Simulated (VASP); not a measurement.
# Cu (R-3m) in VASP: notebook

The runs below take Cu through single point, with PBEsol.

All numbers are computed with VASP 6.6.1; they aren't measurements. Logs are shortened: lines on timing, memory, paths and dates and some standing lists are left out, and cuts for length are marked.

## 1. The cell of the first run

Symmetry: R-3m, No. 166, trigonal system. The conventional cell has a = 3.031 Å, b = 3.031 Å, c = 4.454 Å, α = 90.00°, β = 90.00°, γ = 120.00°. Within 3.1 Å of Cu (site symmetry -3m) lie 12 Cu at 2.29 to 3.03 Å.

## 2. Single point, PBEsol

File INCAR:

```
SYSTEM = Cu
ALGO = Fast ; EDIFF = 1E-6
ENCUT = 520 ; GGA = PS
ISIF = 2 ; ISMEAR = 0
LASPH = .True. ; LCHARG = .False.
LREAL = .False. ; LWAVE = .False.
NBANDS = 12 ; NELM = 80
PREC = Accurate ; SIGMA = 0.15
```

File KPOINTS:

```
k-points
0
Gamma
  24 24 24
  0 0 0
```

File POSCAR:

```
Cu
1.0
   -0.5714741909      1.5715540250      1.5715540250
    1.5715540250     -0.5714741909      1.5715540250
    1.5715540250      1.5715540250     -0.5714741909
Cu
1
Direct
    0.0000000000      0.0000000000      0.0000000000
```

Potentials or basis: VASP PAW PBE potentials, release 64 (Cu).

Run with:

```bash
$ cat potpaw_PBE.64/Cu/POTCAR > POTCAR
$ mpirun -np 1 vasp_std > vasp.out
```

OUTCAR:

```text
SYSTEM = Cu
   EDIFF = 1E-6
   ENCUT = 520
   GGA = PS
   ISIF = 2
   ISMEAR = 0
   LASPH = .True.
   LREAL = .False.
   NELM = 80
   PREC = Accurate

 ion  position               nearest neighbor table
   1  0.000  0.000  0.000-

  LATTYP: Found a trigonal (rhomboedric) cell.
 ALAT       =     2.2948086757
 COS(alpha) =     0.1279069767

  Lattice vectors:

 A1 = (  -0.5714741909,   1.5715540250,   1.5715540250)
 A2 = (   1.5715540250,  -0.5714741909,   1.5715540250)
 A3 = (   1.5715540250,   1.5715540250,  -0.5714741909)

Analysis of symmetry for initial positions (statically):
=====================================================================
 Subroutine PRICEL returns:
 Original cell was already a primitive cell.

 Routine SETGRP: Setting up the symmetry group for a
 trigonal (rhombohedral) supercell.

 Subroutine GETGRP returns: Found 12 space group operations
 (whereof 12 operations were pure point group operations)
 out of a pool of 12 trial point group operations.

The static configuration has the point symmetry D_3d.

Analysis of symmetry for dynamics (positions and initial velocities):
=====================================================================
 Subroutine PRICEL returns:
 Original cell was already a primitive cell.

 Routine SETGRP: Setting up the symmetry group for a
 trigonal (rhombohedral) supercell.

 Subroutine GETGRP returns: Found 12 space group operations
 (whereof 12 operations were pure point group operations)
 out of a pool of 12 trial point group operations.

The dynamic configuration has the point symmetry D_3d.

 Subroutine INISYM returns: Found 12 space group operations
 (whereof 12 operations are pure point group operations),
 and found     1 'primitive' translations

----------------------------------------------------------------------------------------

                                     Primitive cell

  volume of cell :      11.8104

  direct lattice vectors                    reciprocal lattice vectors
    -0.571474191  1.571554025  1.571554025    -0.181466994  0.285162420  0.285162420
     1.571554025 -0.571474191  1.571554025     0.285162420 -0.181466994  0.285162420
     1.571554025  1.571554025 -0.571474191     0.285162420  0.285162420 -0.181466994

  length of vectors
     2.294808676  2.294808676  2.294808676     0.442227861  0.442227861  0.442227861

  position of ions in fractional coordinates (direct lattice)
     0.000000000  0.000000000  0.000000000

  ion indices of the primitive-cell ions
   primitive index   ion index
                 1           1

----------------------------------------------------------------------------------------

 KPOINTS: k-points

Automatic generation of k-mesh.
 Grid dimensions read from file:
 generate k-points for:   24   24   24

 Generating k-lattice:

  Cartesian coordinates                     Fractional coordinates (reciprocal lattice)
    -0.007561125  0.011881767  0.011881767     0.041666667  0.000000000  0.000000000
     0.011881767 -0.007561125  0.011881767     0.000000000  0.041666667  0.000000000
     0.011881767  0.011881767 -0.007561125     0.000000000  0.000000000  0.041666667

  Length of vectors
     0.018426161  0.018426161  0.018426161

  Shift w.r.t. Gamma in fractional coordinates (k-lattice)
     0.000000000  0.000000000  0.000000000

 Subroutine IBZKPT returns following result:
 ===========================================

 Found   1313 irreducible k-points:

 Following reciprocal coordinates:
            Coordinates               Weight
  0.000000  0.000000  0.000000      1.000000
  0.041667  0.000000  0.000000      6.000000
  0.083333  0.000000  0.000000      6.000000
  0.125000  0.000000  0.000000      6.000000
  0.166667  0.000000 -0.000000      6.000000
  0.208333  0.000000  0.000000      6.000000
[... 16 lines left out ...]
  0.416667  0.041667  0.000000     12.000000
  0.458333  0.041667 -0.000000     12.000000
 [... further k-points ...]
   k-points           NKPTS =   1313   k-points in BZ     NKDIM =   1313   number of bands    NBANDS=     12
   number of dos      NEDOS =    301   number of ions     NIONS =      1
   total plane-waves  NPLWV =   5832
   dimension x,y,z NGX =    18 NGY =   18 NGZ =   18
   dimension x,y,z NGXF=    36 NGYF=   36 NGZF=   36
   ions per type =               1
   NGX,Y,Z   is equivalent  to a cutoff of  13.04, 13.04, 13.04 a.u.
   NGXF,Y,Z  is equivalent  to a cutoff of  26.08, 26.08, 26.08 a.u.
 SYSTEM =  Cu
   PREC   = accura    normal or accurate (medium, high low for compatibility)
   ISTART =      0    job   : 0-new  1-cont  2-samecut
   ICHARG =      2    charge: 1-file 2-atom 10-const
   ISPIN  =      1    spin polarized calculation?
   LNONCOLLINEAR =      F non collinear calculations
   LSORBIT =      F    spin-orbit coupling
   LASPH  =      T    aspherical Exc in radial PAW
   ENCUT  =  520.0 eV  38.22 Ry    6.18 a.u.   4.27  4.27  4.27*2*pi/ulx,y,z
   NELM   =     80;   NELMIN=  2; NELMDL= -5     # of ELM steps
   EDIFF  = 0.1E-05   stopping-criterion for ELM
   LREAL  =      F    real-space projection
   EDIFFG = 0.1E-04   stopping-criterion for IOM
   NSW    =      0    number of steps for IOM
   IBRION =     -1    ionic relax: 0-MD 1-quasi-New 2-CG
   NFREE  =      0    steps in history (QN), initial steepest desc. (CG)
   ISIF   =      2    stress and relaxation
   ISYM   =      2    0-nonsym 1-usesym 2-fastsym
   POTIM  = 0.5000    time-step for ionic-motion
   TEBEG  =    0.0;   TEEND  =   0.0 temperature during run
   PSTRESS=    0.0 pullay stress
   NELECT =      11.0000    total number of electrons
   NUPDOWN=      -1.0000    fix difference up-down
   EMIN   =  10.00;   EMAX   =-10.00  energy-range for DOS
   EFERMI =   0.00;   METHOD = LEGACY
   ISMEAR =     0;   SIGMA  =   0.15  broadening in eV -4-tet -1-fermi 0-gaus
   EFERMI_NEDOS =   21; number of points for ismear=-14 and -15
   IALGO  =     68    algorithm
   IMIX   =      4    mixing-type and parameters
     AMIX     =   0.40;   BMIX     =  1.00
     AMIX_MAG =   1.60;   BMIX_MAG =  1.00
  volume/ion in A,a.u.               =      11.81        79.70
  Fermi-wavevector in a.u.,A,eV,Ry     =   1.598763  3.021224 34.777078  2.556043
  Thomas-Fermi vector in A             =   2.696162
   LORBIT       =      0    0 simple, 1 ext, 2 COOP (PROOUT), +10 PAW based schemes
   GGA     = PS    functional components
   LHFCALC =     F    Hartree Fock is set to
   AEXX    =    0.0000 exact exchange contribution
   IVDW    =     0    specifies the selected vdW correction
   LEPSILON=     F    determine dielectric tensor
   LRPA    =     F    only Hartree local field effects (RPA)
 non-spin polarized calculation
 RMM-DIIS sequential band-by-band and
 Gauss-broadening in eV      SIGMA  =   0.15
  energy-cutoff  :      520.00
  volume of cell :       11.81
 maximum number of plane-waves:       336
 NGX is ok and might be reduce to    18

 number of electron      11.0000004 magnetization

 Free energy of the ion-electron system (eV)
  ---------------------------------------------------
  ext. energy  EPLUGINS =         0.00000000
  ---------------------------------------------------
  free energy    TOTEN  =        -3.80196478 eV

  energy without entropy =       -3.79910162  energy(sigma->0) =       -3.80053320

 E-fermi :   7.2628     XC(G=0): -12.8350

 val. band max:        7.2603783896   @ k =   0.4167   0.3333   0.0417
 cond. band min:       7.2659857932   @ k =  -0.2917   0.3333   0.1250
 fundamental gap:      0.0056074037
 Fermi energy:         7.2627621815

 k-point     1 :       0.0000    0.0000    0.0000
  band No.  band energies     occupation
      1      -1.9313      2.00000
      2       2.8853      2.00000
      3       2.8853      2.00000
      4       5.7866      2.00000
      5       5.7866      2.00000
      6       5.8203      2.00000
      7      26.6511      0.00000
      8      27.1606      0.00000
      9      27.1606      0.00000
     10      30.6518      0.00000
     11      30.6518      0.00000
     12      35.1314      0.00000

 k-point     2 :       0.0417    0.0000    0.0000
  band No.  band energies     occupation
      1      -1.8773      2.00000
      2       2.8912      2.00000
      3       2.9050      2.00000
      4       5.7702      2.00000
      5       5.7808      2.00000
      6       5.8122      2.00000
      7      26.0363      0.00000
      8      26.9297      0.00000
      9      27.2156      0.00000
     10      30.6877      0.00000
     11      31.3588      0.00000
     12      35.4296      0.00000

 k-point     3 :       0.0833    0.0000    0.0000
  band No.  band energies     occupation
      1      -1.7163      2.00000
      2       2.9085      2.00000
      3       2.9634      2.00000
      4       5.7226      2.00000
      5       5.7475      2.00000
      6       5.8054      2.00000
      7      24.3501      0.00000
      8      27.0571      0.00000
      9      27.3768      0.00000
     10      30.7978      0.00000
     11      32.3763      0.00000
     12      36.4461      0.00000
[... 286 lines left out ...]
 k-point    23 :       0.4167    0.0417    0.0000
  band No.  band energies     occupation
      1       1.9640      2.00000
      2       3.1944      2.00000
      3       4.4648      2.00000
      4       5.0611      2.00000
      5       5.4386      2.00000
      6       5.8402      2.00000
      7      11.2997      0.00000
      8      30.2488      0.00000
      9      31.1480      0.00000
     10      33.6191      0.00000
     11      35.2803      0.00000
     12      35.5572      0.00000

 k-point    24 :       0.4583    0.0417   -0.0000
  band No.  band energies     occupation
      1       2.2192      2.00000
      2       3.2034      2.00000
      3       4.6458      2.00000
      4       5.0635      2.00000
      5       5.6461      2.00000
      6       5.8412      2.00000
      7      10.3569      0.00000
      8      30.5859      0.00000
      9      30.6514      0.00000
     10      34.6482      0.00000
     11      35.1082      0.00000
     12      36.1451      0.00000

 [... further k-points ...]

------------------------ aborting loop because EDIFF is reached ----------------------------------------

  FORCE on cell =-STRESS in cart. coord.  units (eV):
  Direction    XX          YY          ZZ          XY          YZ          ZX
  --------------------------------------------------------------------------------------
  -------------------------------------------------------------------------------------
  Total        1.0663988      1.0663988      1.0663988      0.4441440      0.4441440      0.4441440
  in kB      144.6656188    144.6656188    144.6656188     60.2517176     60.2517176     60.2517176
  external PRESSURE =     144.6656188 kB  Pullay stress =       0.0000000 kB

 VOLUME and BASIS-vectors are now :
 -----------------------------------------------------------------------------
  energy-cutoff  :      520.00
  volume of cell :       11.81
      direct lattice vectors                 reciprocal lattice vectors
    -0.571474191  1.571554025  1.571554025    -0.181466994  0.285162420  0.285162420
     1.571554025 -0.571474191  1.571554025     0.285162420 -0.181466994  0.285162420
     1.571554025  1.571554025 -0.571474191     0.285162420  0.285162420 -0.181466994

 POSITION                                       TOTAL-FORCE (eV/Angst)
 -----------------------------------------------------------------------------------
      0.00000      0.00000      0.00000        -0.000000     -0.000000      0.000000
 -----------------------------------------------------------------------------------
    total drift:                                0.000000      0.000000      0.000000

  FREE ENERGIE OF THE ION-ELECTRON SYSTEM (eV)
  ---------------------------------------------------
  free  energy   TOTEN  =        -3.8019647830 eV

  energy  without entropy=       -3.7991016180  energy(sigma->0) =       -3.80053320
```

It took 83 s on 1 thread of Intel Xeon 6975P-C (Granite Rapids), shared host; peak memory 0.28 GiB.

What came out:

```
Free energy            : -3.8020 eV
Pressure               : 14.5 GPa
Band gap on the k mesh : zero (an odd number of electrons rules out a gap without spin polarisation)
```

Caveat: the cell stands under pressure; the PAW data sets were made with another functional, which shifts forces and pressure a little.

## 3. Single point, PBEsol

This run uses another cell than the first one, of the same volume but with other edges.

File INCAR:

```
SYSTEM = Cu
PREC = Accurate
ENCUT = 520
EDIFF = 1E-7
ISMEAR = 0
SIGMA = 0.15
LREAL = .False.
LASPH = .True.
NELM = 60
ALGO = Fast
ISIF = 2
LWAVE = .False.
LCHARG = .False.
GGA = PS
NBANDS = 12
```

File KPOINTS:

```
regular mesh
0
Gamma
  24 24 24
  0 0 0
```

File POSCAR:

```
Cu
1.0
   -0.1908118450      1.7173066046      1.7173066046
    1.7173066046     -0.1908118450      1.7173066046
    1.7173066046      1.7173066046     -0.1908118450
Cu
1
Direct
    0.0000000000      0.0000000000      0.0000000000
```

Potentials or basis: VASP PAW PBE potentials, release 64 (Cu).

Run with:

```bash
$ cat potpaw_PBE.64/Cu/POTCAR > POTCAR
$ mpirun -np 1 vasp_std > vasp.out
```

Run time: 100 s. Hardware: 1 thread of Intel Xeon 6975P-C (Granite Rapids), shared host; peak memory 0.28 GiB.

It converged, with:

| Quantity | Value |
| --- | --- |
| Free energy | -4.2155 eV |
| Pressure | -2.1 GPa |
| Band gap on the k mesh | zero (an odd number of electrons rules out a gap without spin polarisation) |

Stress tensor (GPa, compression positive):
```
-2.11  6.54  6.54
 6.54 -2.11  6.54
 6.54  6.54 -2.11
```

Levels at points of the mesh, in eV from the Fermi level:
```csv
k point,band 3,band 4,band 5,band 6,band 7,band 8,band 9,band 10
"(0.00, 0.00, 0.00)",-3.48,-2.47,-2.08,-2.08,21.29,22.83,22.83,25.72
"(0.50, 0.00, 0.00)",-2.49,-1.90,-1.59,-1.47,3.11,20.96,21.88,24.87
"(0.50, 0.50, 0.00)",-1.78,-1.59,-1.32,1.58,7.27,10.60,16.04,16.32
"(0.50, 0.50, 0.50)",-3.25,-1.44,-1.44,0.72,6.22,18.73,18.73,18.87
```

Caveat: the PAW data sets were made with another functional, which shifts forces and pressure a little.
